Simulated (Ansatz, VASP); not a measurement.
**One calculation of InP, two programs**

INCAR

```
PREC = Accurate
ENCUT = 520
EDIFF = 1E-6
ISMEAR = 0
SIGMA = 0.15
LREAL = F
LASPH = T
NELM = 80
ALGO = Normal
ISIF = 2
LWAVE = F
LCHARG = F
GGA = PE
NBANDS = 16
```

File KPOINTS:

```
regular mesh
0
Gamma
  20 20 20
```

The input POSCAR:

```
InP
1.0
    0.0000000000      2.7823577255      2.6727328311
    2.7823577255      0.0000000000      2.6727328311
    2.7823577255      2.7823577255      0.0000000000
In P
1 1
Direct
    0.0000000000      0.0000000000      0.0000000000
    0.5000000000      0.5000000000      0.5000000000
```

Input for Ansatz:

```yaml
crystal:
  lattice:
    - [0.0, 2.7823577255, 2.6727328311]
    - [2.7823577255, 0.0, 2.6727328311]
    - [2.7823577255, 2.7823577255, 0.0]
  atoms:
    - { symbol: In, position: [0.0, 0.0, 0.0] }
    - { symbol: P, position: [0.5, 0.5, 0.5] }
basis:
  ecutwfc: 420
kpoints:
  mp_grid: { grid: [20, 20, 20] }
hamiltonian:
  xc: pbe
scf:
  occupations: { method: gaussian, width: 0.15 }
output:
  forces: true
  stress: true
  eigenvalues: true
```

Alike in both runs: task single point; functional PBE; k mesh 20 × 20 × 20; occupations gaussian, width 0.15 eV; no spin polarisation.

|  | VASP | Ansatz |
| --- | --- | --- |
| version | VASP 6.6.1 | Ansatz 0.2.0 |
| potentials or method | VASP PAW PBE potentials, release 64 (In_d, P), cutoff 520 eV | scalar-relativistic, plane waves, PAW |
| valence electrons in the cell | 18 | 18 |

```csv
,VASP,Ansatz,Ansatz less VASP
gap on the k mesh at the Fermi level (eV),none,none,-
pressure (GPa),2.3,2.4,+0.04
"traceless stress, the component that is largest in VASP (GPa)",3.52,3.54,+0.018
```

A gap of «none» marks a metal or a gap that the smearing closes. The functional is the same, so the differences come from potentials, cutoffs and numerics.
